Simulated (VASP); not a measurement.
# Ta (Fd-3m) in VASP: single point with PBEsol

Aim: the single point of Ta with PBEsol.

Everything below comes from runs of VASP 6.6.1. Logs are shortened: lines on timing, memory, paths and dates and some standing lists are left out, and cuts for length are marked.

## Step 1: The cell of the first run

It takes space group Fd-3m (No. 227, cubic). Conventional cell: a = 5.529 Å, b = 5.529 Å, c = 5.529 Å, α = 90.00°, β = 90.00°, γ = 90.00°. Within 3.2 Å of Ta (site symmetry -43m) lie 4 Ta at 2.39 Å.

This isn't the form of Ta at room conditions, which is bcc.

## Step 2: Single point, PBEsol

Input file INCAR:

```
ALGO = Normal ; EDIFF = 1E-6
ENCUT = 500 ; GGA = PS
GGA_COMPAT = False ; ISIF = 2
ISMEAR = 0 ; LASPH = True
LCHARG = False ; LREAL = False
LWAVE = False ; NBANDS = 18
NELM = 120 ; PREC = Accurate
SIGMA = 0.1
```

Input file KPOINTS:

```
k-points
0
Gamma
  6 6 6
```

Input file POSCAR:

```
Ta
1.0
    0.0000000000      2.7642669085      2.7642669085
    2.7642669085      0.0000000000      2.7642669085
    2.7642669085      2.7642669085      0.0000000000
Ta
2
Direct
    0.5000000000      0.5000000000      0.5000000000
    0.7500000000      0.7500000000      0.7500000000
```

Potentials or basis: VASP PAW PBE potentials, release 64 (Ta_pv).

Started as:

```bash
$ cat potpaw_PBE.64/Ta_pv/POTCAR > POTCAR
$ mpirun -np 1 vasp_std > vasp.out
```

OUTCAR:

```text
EDIFF = 1E-6
   ENCUT = 500
   GGA = PS
   ISIF = 2
   ISMEAR = 0
   LASPH = True
   LREAL = False
   NELM = 120
   PREC = Accurate

 ion  position               nearest neighbor table
   1  0.500  0.500  0.500-   2 2.39   2 2.39   2 2.39   2 2.39
   2  0.750  0.750  0.750-   1 2.39   1 2.39   1 2.39   1 2.39

  LATTYP: Found a face centered cubic cell.
 ALAT       =     5.5285338170

  Lattice vectors:

 A1 = (   0.0000000000,   2.7642669085,   2.7642669085)
 A2 = (   2.7642669085,   0.0000000000,   2.7642669085)
 A3 = (   2.7642669085,   2.7642669085,   0.0000000000)

Analysis of symmetry for initial positions (statically):
=====================================================================
 Subroutine PRICEL returns:
 Original cell was already a primitive cell.

 Routine SETGRP: Setting up the symmetry group for a
 face centered cubic supercell.

 Subroutine GETGRP returns: Found 48 space group operations
 (whereof 24 operations were pure point group operations)
 out of a pool of 48 trial point group operations.

The static configuration has the point symmetry T_d .
 The point group associated with its full space group is O_h .

Analysis of symmetry for dynamics (positions and initial velocities):
=====================================================================
 Subroutine PRICEL returns:
 Original cell was already a primitive cell.

 Routine SETGRP: Setting up the symmetry group for a
 face centered cubic supercell.

 Subroutine GETGRP returns: Found 48 space group operations
 (whereof 24 operations were pure point group operations)
 out of a pool of 48 trial point group operations.

The dynamic configuration has the point symmetry T_d .
 The point group associated with its full space group is O_h .

 Subroutine INISYM returns: Found 48 space group operations
 (whereof 24 operations are pure point group operations),
 and found     1 'primitive' translations

----------------------------------------------------------------------------------------

                                     Primitive cell

  volume of cell :      42.2445

  direct lattice vectors                    reciprocal lattice vectors
     0.000000000  2.764266908  2.764266908    -0.180879784  0.180879784  0.180879784
     2.764266908  0.000000000  2.764266908     0.180879784 -0.180879784  0.180879784
     2.764266908  2.764266908  0.000000000     0.180879784  0.180879784 -0.180879784

  length of vectors
     3.909263752  3.909263752  3.909263752     0.313292975  0.313292975  0.313292975

  position of ions in fractional coordinates (direct lattice)
     0.500000000  0.500000000  0.500000000
     0.750000000  0.750000000  0.750000000

  ion indices of the primitive-cell ions
   primitive index   ion index
                 1           1
                 2           2

----------------------------------------------------------------------------------------

 KPOINTS: k-points

Automatic generation of k-mesh.
 Grid dimensions read from file:
 generate k-points for:    6    6    6

 Generating k-lattice:

  Cartesian coordinates                     Fractional coordinates (reciprocal lattice)
    -0.030146631  0.030146631  0.030146631     0.166666667  0.000000000  0.000000000
     0.030146631 -0.030146631  0.030146631     0.000000000  0.166666667  0.000000000
     0.030146631  0.030146631 -0.030146631     0.000000000  0.000000000  0.166666667

  Length of vectors
     0.052215496  0.052215496  0.052215496

  Shift w.r.t. Gamma in fractional coordinates (k-lattice)
     0.000000000  0.000000000  0.000000000

 Subroutine IBZKPT returns following result:
 ===========================================

 Found     16 irreducible k-points:

 Following reciprocal coordinates:
            Coordinates               Weight
  0.000000  0.000000  0.000000      1.000000
  0.166667  0.000000  0.000000      8.000000
  0.333333  0.000000  0.000000      8.000000
  0.500000  0.000000  0.000000      4.000000
  0.166667  0.166667  0.000000      6.000000
  0.333333  0.166667  0.000000     24.000000
[... 8 lines left out ...]
 -0.333333  0.333333  0.166667     24.000000
 -0.333333  0.500000  0.166667     12.000000
   k-points           NKPTS =     16   k-points in BZ     NKDIM =     16   number of bands    NBANDS=     18
   number of dos      NEDOS =    301   number of ions     NIONS =      2
   total plane-waves  NPLWV =  27000
   dimension x,y,z NGX =    30 NGY =   30 NGZ =   30
   dimension x,y,z NGXF=    60 NGYF=   60 NGZF=   60
   ions per type =               2
   NGX,Y,Z   is equivalent  to a cutoff of  12.76, 12.76, 12.76 a.u.
   NGXF,Y,Z  is equivalent  to a cutoff of  25.52, 25.52, 25.52 a.u.
 SYSTEM =  unknown system
   PREC   = accura    normal or accurate (medium, high low for compatibility)
   ISTART =      0    job   : 0-new  1-cont  2-samecut
   ICHARG =      2    charge: 1-file 2-atom 10-const
   ISPIN  =      1    spin polarized calculation?
   LNONCOLLINEAR =      F non collinear calculations
   LSORBIT =      F    spin-orbit coupling
   LASPH  =      T    aspherical Exc in radial PAW
   ENCUT  =  500.0 eV  36.75 Ry    6.06 a.u.   7.13  7.13  7.13*2*pi/ulx,y,z
   NELM   =    120;   NELMIN=  2; NELMDL= -5     # of ELM steps
   EDIFF  = 0.1E-05   stopping-criterion for ELM
   LREAL  =      F    real-space projection
   EDIFFG = 0.1E-04   stopping-criterion for IOM
   NSW    =      0    number of steps for IOM
   IBRION =     -1    ionic relax: 0-MD 1-quasi-New 2-CG
   NFREE  =      0    steps in history (QN), initial steepest desc. (CG)
   ISIF   =      2    stress and relaxation
   ISYM   =      2    0-nonsym 1-usesym 2-fastsym
   POTIM  = 0.5000    time-step for ionic-motion
   TEBEG  =    0.0;   TEEND  =   0.0 temperature during run
   PSTRESS=    0.0 pullay stress
   NELECT =      22.0000    total number of electrons
   NUPDOWN=      -1.0000    fix difference up-down
   EMIN   =  10.00;   EMAX   =-10.00  energy-range for DOS
   EFERMI =   0.00;   METHOD = LEGACY
   ISMEAR =     0;   SIGMA  =   0.10  broadening in eV -4-tet -1-fermi 0-gaus
   EFERMI_NEDOS =   21; number of points for ismear=-14 and -15
   IALGO  =     38    algorithm
   IMIX   =      4    mixing-type and parameters
     AMIX     =   0.40;   BMIX     =  1.00
     AMIX_MAG =   1.60;   BMIX_MAG =  1.00
  volume/ion in A,a.u.               =      21.12       142.54
  Fermi-wavevector in a.u.,A,eV,Ry     =   1.317121  2.488998 23.603500  1.734808
  Thomas-Fermi vector in A             =   2.447185
   LORBIT       =      0    0 simple, 1 ext, 2 COOP (PROOUT), +10 PAW based schemes
   GGA     = PS    functional components
   LHFCALC =     F    Hartree Fock is set to
   AEXX    =    0.0000 exact exchange contribution
   IVDW    =     0    specifies the selected vdW correction
   LEPSILON=     F    determine dielectric tensor
   LRPA    =     F    only Hartree local field effects (RPA)
 non-spin polarized calculation
 Gauss-broadening in eV      SIGMA  =   0.10
  energy-cutoff  :      500.00
  volume of cell :       42.24
 maximum number of plane-waves:      1090
 NGX is ok and might be reduce to    30
   NGX = 15   NGY = 15   NGZ = 15

 number of electron      22.0000004 magnetization

 Free energy of the ion-electron system (eV)
  ---------------------------------------------------
  ext. energy  EPLUGINS =         0.00000000
  ---------------------------------------------------
  free energy    TOTEN  =       -18.14357260 eV

  energy without entropy =      -18.12912840  energy(sigma->0) =      -18.13635050

 E-fermi :   3.9227     XC(G=0): -11.5095

 val. band max:        3.8932612093   @ k =   0.1667   0.0000   0.0000
 cond. band min:       3.9473200759   @ k =   0.5000   0.1667   0.0000
 fundamental gap:      0.0540588665
 Fermi energy:         3.9226637447

 k-point     1 :       0.0000    0.0000    0.0000
  band No.  band energies     occupation
      1     -30.5290      2.00000
      2     -30.5290      2.00000
      3     -30.5290      2.00000
      4     -28.8332      2.00000
      5     -28.8332      2.00000
      6     -28.8332      2.00000
[... 10 lines left out ...]
     17      11.7234      0.00000
     18      14.7916      0.00000

 k-point     2 :       0.1667    0.0000    0.0000
  band No.  band energies     occupation
      1     -30.5847      2.00000
      2     -30.5847      2.00000
      3     -30.5334      2.00000
      4     -28.8329      2.00000
      5     -28.7688      2.00000
      6     -28.7688      2.00000
[... 10 lines left out ...]
     17      11.5449      0.00000
     18      14.4012      0.00000

 k-point     3 :       0.3333    0.0000    0.0000
  band No.  band energies     occupation
      1     -30.6857      2.00000
      2     -30.6857      2.00000
      3     -30.5480      2.00000
      4     -28.8239      2.00000
      5     -28.6504      2.00000
      6     -28.6504      2.00000
[... 10 lines left out ...]
     17      10.9115      0.00000
     18      12.2682      0.00000

 k-point     4 :       0.5000    0.0000    0.0000
  band No.  band energies     occupation
      1     -30.7319      2.00000
      2     -30.7319      2.00000
      3     -30.5582      2.00000
      4     -28.8154      2.00000
      5     -28.5955      2.00000
      6     -28.5955      2.00000
[... 207 lines left out ...]
      4     -29.2375      2.00000
      5     -28.5014      2.00000
      6     -28.4076      2.00000
[... 10 lines left out ...]
     17      11.5708      0.00000
     18      12.0259      0.00000

 k-point    15 :      -0.3333    0.3333    0.1667
  band No.  band energies     occupation
      1     -30.9634      2.00000
      2     -30.8607      2.00000
      3     -30.0272      2.00000
      4     -29.3565      2.00000
      5     -28.4500      2.00000
      6     -28.3547      2.00000
[... 10 lines left out ...]
     17      10.5543      0.00000
     18      10.5659      0.00000

 k-point    16 :      -0.3333    0.5000    0.1667
  band No.  band energies     occupation
      1     -30.9447      2.00000
      2     -30.9447      2.00000
      3     -29.6998      2.00000
      4     -29.6998      2.00000
      5     -28.3591      2.00000
      6     -28.3591      2.00000
[... 10 lines left out ...]
     17      10.3305      0.00000
     18      10.3305      0.00000

------------------------ aborting loop because EDIFF is reached ----------------------------------------

  FORCE on cell =-STRESS in cart. coord.  units (eV):
  Direction    XX          YY          ZZ          XY          YZ          ZX
  --------------------------------------------------------------------------------------
  -------------------------------------------------------------------------------------
  Total        7.7743647      7.7743647      7.7743647      0.0000000      0.0000000      0.0000000
  in kB      294.8530151    294.8530151    294.8530151      0.0000000      0.0000000      0.0000000
  external PRESSURE =     294.8530151 kB  Pullay stress =       0.0000000 kB

 VOLUME and BASIS-vectors are now :
 -----------------------------------------------------------------------------
  energy-cutoff  :      500.00
  volume of cell :       42.24
      direct lattice vectors                 reciprocal lattice vectors
     0.000000000  2.764266908  2.764266908    -0.180879784  0.180879784  0.180879784
     2.764266908  0.000000000  2.764266908     0.180879784 -0.180879784  0.180879784
     2.764266908  2.764266908  0.000000000     0.180879784  0.180879784 -0.180879784

 POSITION                                       TOTAL-FORCE (eV/Angst)
 -----------------------------------------------------------------------------------
      2.76427      2.76427      2.76427         0.000000      0.000000     -0.000000
      4.14640      4.14640      4.14640        -0.000000     -0.000000      0.000000
 -----------------------------------------------------------------------------------
    total drift:                                0.000000     -0.000000     -0.000000

  FREE ENERGIE OF THE ION-ELECTRON SYSTEM (eV)
  ---------------------------------------------------
  free  energy   TOTEN  =       -18.1435726037 eV

  energy  without entropy=      -18.1291284048  energy(sigma->0) =      -18.13635050
```

Wall time 15 s (1 thread of AMD EPYC 7R43 (Zen 3), shared host); peak memory 0.13 GiB.

Results:

```
Free energy            : -18.1436 eV
Pressure               : 29.5 GPa
Band gap on the k mesh : zero (bands 11 and 12 overlap by 1.05 eV)
```

Levels at points of the mesh, in eV from the Fermi level:
| k point | band 8 | band 9 | band 10 | band 11 | band 12 | band 13 | band 14 | band 15 |
| --- | --- | --- | --- | --- | --- | --- | --- | --- |
| (0.00, 0.00, 0.00) | -2.04 | -2.04 | -0.49 | -0.49 | -0.49 | 2.51 | 2.51 | 2.51 |
| (0.50, 0.00, 0.00) | -2.32 | -1.83 | -1.83 | -0.85 | -0.85 | 0.50 | 4.23 | 4.23 |
| (0.50, 0.50, 0.00) | -3.36 | -0.74 | -0.74 | -0.31 | -0.31 | 1.76 | 1.76 | 5.63 |

Caveat: the cell stands under pressure; the PAW data sets were made with another functional, which shifts forces and pressure a little; spin-orbit coupling is left out, which moves the levels of the heavy elements.

The gap in the log of VASP goes by the Fermi energy; the results here count the filled bands.